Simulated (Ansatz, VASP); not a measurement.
## One calculation of SrO, two programs

```xyz
4
Lattice="4.2700 0.0000 0.0000 -2.1350 3.6980 0.0000 0.0000 0.0000 5.1444" Properties=species:S:1:pos:R:3 pbc="T T T"
Sr    0.0000    2.4653   -0.3215
Sr    2.1350    1.2327    2.2507
O     0.0000    2.4653    2.2507
O     2.1350    1.2327    4.8229
```

Alike in both runs: task single point; functional r2SCAN; k mesh 6 × 6 × 4; no spin polarisation.

|  | VASP | Ansatz |
| --- | --- | --- |
| version | VASP 6.6.1 | Ansatz 0.2.0 |
| potentials or method | VASP PAW PBE potentials, release 64 (Sr_sv, O) | plane waves, PAW |
| plane-wave cutoff (eV) | 520 | 500 |
| occupations | gaussian, width 0.01 eV | fixed |
| valence electrons in the cell | 32 | 32 |

|  | VASP | Ansatz | Ansatz less VASP |
| --- | --- | --- | --- |
| gap on the k mesh at the Fermi level (eV) | 3.02 | 3.03 | +0.010 |
| pressure (GPa) | 0.5 | 0.0 | -0.47 |

VASP's potentials were made for PBE, not for r2SCAN.
